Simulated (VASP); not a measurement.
# TePb (Fm-3m) in VASP: single point with HSE06

Aim: the single point of TePb with HSE06.

All numbers are computed with VASP 6.6.1; they aren't measurements. Logs are shortened: lines on timing, memory, paths and dates and some standing lists are left out, and cuts for length are marked.

## Step 1: The cell of the first run

Symmetry: Fm-3m, No. 225, cubic system. Conventional cell: a = 6.536 Å, b = 6.536 Å, c = 6.536 Å, α = 90.00°, β = 90.00°, γ = 90.00°. Within 4.3 Å of Pb (site symmetry m-3m) lie 6 Te at 3.27 Å. Within 4.3 Å of Te (site symmetry m-3m) lie 6 Pb at 3.27 Å.

## Step 2: Single point, HSE06, non-collinear spin, zero start, spin-orbit coupling

Input file POSCAR:

```
TePb
1.0
    0.0000000000      3.2678368411      3.2678368411
    3.2678368411      0.0000000000      3.2678368411
    3.2678368411      3.2678368411      0.0000000000
Pb Te
1 1
Direct
    0.0000000000      0.0000000000      0.0000000000
    0.5000000000      0.5000000000      0.5000000000
```

Input file INCAR.step1:

```
PREC     = Accurate       # precision mode
ENCUT    = 520            # plane-wave cutoff, eV
EDIFF    = 1E-5           # SCF threshold, eV
ISMEAR   = -1             # smearing method
SIGMA    = 0.02           # smearing width, eV
LREAL    = F              # projectors in reciprocal space
LASPH    = T              # aspherical terms in the spheres
NELM     = 150            # most SCF steps
ALGO     = Normal         # electronic algorithm
ISIF     = 2              # what is computed and relaxed
LWAVE    = T              # write WAVECAR
LCHARG   = F              # write CHGCAR
MAGMOM   = 0 0 0 0 0 0    # initial moments
LORBIT   = 11             # projections on sites
LSORBIT  = T              # spin-orbit coupling
GGA_COMPAT= F            
LORBMOM  = T            
GGA      = PE             # functional
NBANDS   = 32             # bands
KPAR     = 4
```

Input file INCAR.step2:

```
PREC     = Accurate       # precision mode
ENCUT    = 520            # plane-wave cutoff, eV
EDIFF    = 1E-6           # SCF threshold, eV
ISMEAR   = -1             # smearing method
SIGMA    = 0.02           # smearing width, eV
LREAL    = F              # projectors in reciprocal space
LASPH    = T              # aspherical terms in the spheres
NELM     = 150            # most SCF steps
ALGO     = Normal         # electronic algorithm
ISIF     = 2              # what is computed and relaxed
LWAVE    = F              # write WAVECAR
LCHARG   = F              # write CHGCAR
MAGMOM   = 0 0 0 0 0 0    # initial moments
LORBIT   = 11             # projections on sites
LSORBIT  = T              # spin-orbit coupling
GGA_COMPAT= F            
LORBMOM  = T            
GGA      = PE             # functional
LHFCALC  = T              # exact exchange
HFSCREEN = 0.2079         # screening, 1/A
PRECFOCK = Normal       
ISTART   = 1            
NBANDS   = 32             # bands
KPAR     = 4
```

Input file KPOINTS:

```
Automatic mesh
0
Gamma
  4 4 4
```

Potentials or basis: VASP PAW PBE potentials, release 64 (Pb_d, Te).

Started as:

```sh
$ cat potpaw_PBE.64/Pb_d/POTCAR potpaw_PBE.64/Te/POTCAR > POTCAR
$ cp INCAR.step1 INCAR
$ mpirun -np 4 vasp_ncl > vasp.out
$ cp INCAR.step2 INCAR
$ mpirun -np 4 vasp_ncl > vasp.out
```

OUTCAR:

```text
PREC = Accurate
   ENCUT = 520
   EDIFF = 1E-6
   ISMEAR = -1
   LREAL = F
   LASPH = T
   NELM = 150
   ISIF = 2
   LORBIT = 11
   LSORBIT = T
   GGA = PE
   LHFCALC = T
   HFSCREEN = 0.2079
   PRECFOCK = Normal
   ISTART = 1

 ion  position               nearest neighbor table
   1  0.000  0.000  0.000-   2 3.27   2 3.27   2 3.27   2 3.27   2 3.27   2 3.27
   2  0.500  0.500  0.500-   1 3.27   1 3.27   1 3.27   1 3.27   1 3.27   1 3.27

  LATTYP: Found a face centered cubic cell.
 ALAT       =     6.5356736822

  Lattice vectors:

 A1 = (   0.0000000000,   3.2678368411,   3.2678368411)
 A2 = (   3.2678368411,   0.0000000000,   3.2678368411)
 A3 = (   3.2678368411,   3.2678368411,   0.0000000000)

Analysis of symmetry for initial positions (statically):
=====================================================================
 Subroutine PRICEL returns:
 Original cell was already a primitive cell.

 Routine SETGRP: Setting up the symmetry group for a
 face centered cubic supercell.

 Subroutine GETGRP returns: Found 48 space group operations
 (whereof 48 operations were pure point group operations)
 out of a pool of 48 trial point group operations.

The static configuration has the point symmetry O_h .

Analysis of symmetry for dynamics (positions and initial velocities):
=====================================================================
 Subroutine PRICEL returns:
 Original cell was already a primitive cell.

 Routine SETGRP: Setting up the symmetry group for a
 face centered cubic supercell.

 Subroutine GETGRP returns: Found 48 space group operations
 (whereof 48 operations were pure point group operations)
 out of a pool of 48 trial point group operations.

The dynamic configuration has the point symmetry O_h .

Analysis of structural, dynamic, and magnetic symmetry:
=====================================================================
 Subroutine PRICEL returns:
 Original cell was already a primitive cell.

 Routine SETGRP: Setting up the symmetry group for a
 face centered cubic supercell.

 Subroutine GETGRP returns: Found 48 space group operations
 (whereof 48 operations were pure point group operations)
 out of a pool of 48 trial point group operations.

The overall configuration has the point symmetry O_h .

 Subroutine INISYM returns: Found 48 space group operations
 (whereof 48 operations are pure point group operations),
 and found     1 'primitive' translations

----------------------------------------------------------------------------------------

                                     Primitive cell

  volume of cell :      69.7929

  direct lattice vectors                    reciprocal lattice vectors
     0.000000000  3.267836841  3.267836841    -0.153006415  0.153006415  0.153006415
     3.267836841  0.000000000  3.267836841     0.153006415 -0.153006415  0.153006415
     3.267836841  3.267836841  0.000000000     0.153006415  0.153006415 -0.153006415

  length of vectors
     4.621419180  4.621419180  4.621419180     0.265014885  0.265014885  0.265014885

  position of ions in fractional coordinates (direct lattice)
     0.000000000  0.000000000  0.000000000
     0.500000000  0.500000000  0.500000000

  ion indices of the primitive-cell ions
   primitive index   ion index
                 1           1
                 2           2

----------------------------------------------------------------------------------------

 KPOINTS: Automatic mesh

Automatic generation of k-mesh.
 Grid dimensions read from file:
 generate k-points for:    4    4    4

 Generating k-lattice:

  Cartesian coordinates                     Fractional coordinates (reciprocal lattice)
    -0.038251604  0.038251604  0.038251604     0.250000000  0.000000000  0.000000000
     0.038251604 -0.038251604  0.038251604     0.000000000  0.250000000  0.000000000
     0.038251604  0.038251604 -0.038251604     0.000000000  0.000000000  0.250000000

[... 71 lines left out ...]
   AEXX    =    0.2500 exact exchange contribution
   HFSCREEN=    0.2079 screening length (either q_TF or 0.3 A-1)
   HFSCREENC=   0.2079 screening length for correlation (either q_TF or 0.3 A-1)
   ENCUTFOCK=  -1.0 apply spherical cutoff to Coloumb kernel
   IVDW    =     0    specifies the selected vdW correction
   LEPSILON=     F    determine dielectric tensor
   LRPA    =     F    only Hartree local field effects (RPA)
  energy-cutoff  :      520.00
  volume of cell :       69.79
 maximum number of plane-waves:      3786
 NGX is ok and might be reduce to    36
  NGX = 28; NGY = 28; NGZ = 28

 number of electron      20.0000002 magnetization      -0.0000000     -0.0000000     -0.0000000

 number of electron      20.0000002 magnetization      -0.0000000     -0.0000000      0.0000000

 number of electron      20.0000002 magnetization       0.0000000      0.0000000      0.0000000

 number of electron      20.0000002 magnetization      -0.0000000      0.0000000      0.0000000

 Free energy of the ion-electron system (eV)
  ---------------------------------------------------
  ext. energy  EPLUGINS =         0.00000000
  ---------------------------------------------------
  free energy    TOTEN  =        -9.43121765 eV

  energy without entropy =       -9.43121659  energy(sigma->0) =       -9.43121712

 E-fermi :   5.1941     XC(G=0):  -7.6380

 val. band max:        4.9755273751   @ k =   0.5000   0.0000   0.0000
 cond. band min:       5.4127613868   @ k =   0.5000   0.0000   0.0000
 fundamental gap:      0.4372340117
 Fermi energy:         5.1941441808

 k-point     1 :       0.0000    0.0000    0.0000
  band No.  band energies     occupation
      1     -15.1273      1.00000
      2     -15.1273      1.00000
      3     -15.1273      1.00000
      4     -15.1273      1.00000
      5     -12.4434      1.00000
      6     -12.4434      1.00000
[... 269 lines left out ...]
     31      16.6719      0.00000
     32      16.6951      0.00000

------------------------ aborting loop because EDIFF is reached ----------------------------------------

  FORCE on cell =-STRESS in cart. coord.  units (eV):
  Direction    XX          YY          ZZ          XY          YZ          ZX
  --------------------------------------------------------------------------------------
  -------------------------------------------------------------------------------------
  Total       -0.2454326     -0.2454326     -0.2454326      0.0000000      0.0000000     -0.0000000
  in kB       -5.6341934     -5.6341934     -5.6341934      0.0000000      0.0000000     -0.0000000
  external PRESSURE =      -5.6341934 kB  Pullay stress =       0.0000000 kB

 VOLUME and BASIS-vectors are now :
 -----------------------------------------------------------------------------
  energy-cutoff  :      520.00
  volume of cell :       69.79
      direct lattice vectors                 reciprocal lattice vectors
     0.000000000  3.267836841  3.267836841    -0.153006415  0.153006415  0.153006415
     3.267836841  0.000000000  3.267836841     0.153006415 -0.153006415  0.153006415
     3.267836841  3.267836841  0.000000000     0.153006415  0.153006415 -0.153006415

 POSITION                                       TOTAL-FORCE (eV/Angst)
 -----------------------------------------------------------------------------------
      0.00000      0.00000      0.00000        -0.000000      0.000000      0.000000
      3.26784      3.26784      3.26784         0.000000     -0.000000      0.000000
 -----------------------------------------------------------------------------------
    total drift:                                0.000000      0.000000     -0.000000

  FREE ENERGIE OF THE ION-ELECTRON SYSTEM (eV)
  ---------------------------------------------------
  free  energy   TOTEN  =        -9.4312176531 eV

  energy  without entropy=       -9.4312165855  energy(sigma->0) =       -9.43121712

 orbital moment (x)

 # of ion     p       d       tot
 ----------------------------------------
  1         0.000   0.000   0.000
  2         0.000   0.000   0.000
 ----------------------------------------
            0.000   0.000   0.000

 orbital moment (y)

 # of ion     p       d       tot
 ----------------------------------------
  1         0.000   0.000   0.000
  2        -0.000   0.000  -0.000
 ----------------------------------------
            0.000   0.000   0.000

 orbital moment (z)

 # of ion     p       d       tot
 ----------------------------------------
  1         0.000   0.000   0.000
  2         0.000   0.000   0.000
 ----------------------------------------
            0.000   0.000   0.000

 Spin-Orbit-Coupling matrix elements

 Ion:    1  E_soc:     -0.7724631
 l=   1
     0.0000000    -0.0635884    -0.0635884
    -0.0635884     0.0000000    -0.0635884
    -0.0635884    -0.0635884     0.0000000
 l=   2
     0.0000000    -0.0129970     0.0000000    -0.0129970    -0.0521584
    -0.0129970     0.0000000    -0.0391188    -0.0129970    -0.0130396
     0.0000000    -0.0391188     0.0000000    -0.0391188     0.0000000
    -0.0129970    -0.0129970    -0.0391188     0.0000000    -0.0130396
    -0.0521584    -0.0130396     0.0000000    -0.0130396     0.0000000
 l=   3
     0.0000000     0.0000000     0.0000000     0.0000000     0.0000000     0.0000000     0.0000000
     0.0000000     0.0000000     0.0000000     0.0000000     0.0000000     0.0000000     0.0000000
     0.0000000     0.0000000     0.0000000     0.0000000     0.0000000     0.0000000     0.0000000
     0.0000000     0.0000000     0.0000000     0.0000000     0.0000000     0.0000000     0.0000000
     0.0000000     0.0000000     0.0000000     0.0000000     0.0000000     0.0000000     0.0000000
     0.0000000     0.0000000     0.0000000     0.0000000     0.0000000     0.0000000     0.0000000
     0.0000000     0.0000000     0.0000000     0.0000000     0.0000000     0.0000000     0.0000000

 Ion:    2  E_soc:     -0.1879033
 l=   1
     0.0000000    -0.0313247    -0.0313247
    -0.0313247     0.0000000    -0.0313247
    -0.0313247    -0.0313247     0.0000000
 l=   2
     0.0000000    -0.0000060     0.0000000    -0.0000060     0.0000135
    -0.0000060     0.0000000     0.0000101    -0.0000060     0.0000034
     0.0000000     0.0000101     0.0000000     0.0000101     0.0000000
    -0.0000060    -0.0000060     0.0000101     0.0000000     0.0000034
     0.0000135     0.0000034     0.0000000     0.0000034     0.0000000
 l=   3
     0.0000000     0.0000000     0.0000000     0.0000000     0.0000000     0.0000000     0.0000000
     0.0000000     0.0000000     0.0000000     0.0000000     0.0000000     0.0000000     0.0000000
     0.0000000     0.0000000     0.0000000     0.0000000     0.0000000     0.0000000     0.0000000
     0.0000000     0.0000000     0.0000000     0.0000000     0.0000000     0.0000000     0.0000000
     0.0000000     0.0000000     0.0000000     0.0000000     0.0000000     0.0000000     0.0000000
     0.0000000     0.0000000     0.0000000     0.0000000     0.0000000     0.0000000     0.0000000
     0.0000000     0.0000000     0.0000000     0.0000000     0.0000000     0.0000000     0.0000000

 total charge

# of ion       s       p       d       tot
------------------------------------------
    1        1.489   0.537   9.839  11.864
    2        1.334   2.137   0.015   3.486
--------------------------------------------------
tot          2.823   2.674   9.854  15.350

 magnetization (x)

# of ion       s       p       d       tot
------------------------------------------
    1       -0.000   0.000   0.000  -0.000
    2        0.000  -0.000   0.000   0.000
--------------------------------------------------
tot         -0.000  -0.000   0.000  -0.000

 magnetization (y)

# of ion       s       p       d       tot
------------------------------------------
    1       -0.000   0.000   0.000  -0.000
    2        0.000   0.000   0.000   0.000
--------------------------------------------------
tot          0.000   0.000   0.000   0.000

 magnetization (z)

# of ion       s       p       d       tot
------------------------------------------
    1        0.000   0.000  -0.000   0.000
    2       -0.000  -0.000  -0.000  -0.000
--------------------------------------------------
tot          0.000  -0.000  -0.000  -0.000
```

It took 19 min on 4 MPI ranks of AMD EPYC 7R13 (Zen 3), shared host; peak memory 0.5 GiB.

What came out:

- Free energy: -9.4312 eV
- Pressure: -0.6 GPa
- Net moment: 0.00 μB per cell
- Valence electrons inside the program's atomic spheres: Pb 11.86; Te 3.49

Moments on the atoms (μB; x, y, z):
```
Pb  0.00 0.00 0.00
Te  0.00 0.00 0.00
```

Caveat: the k points lie up to 0.42 Å⁻¹ apart; the structure was generated, so it needn't be the stable form of TePb; the PAW data sets were made with another functional, which shifts forces and pressure a little.
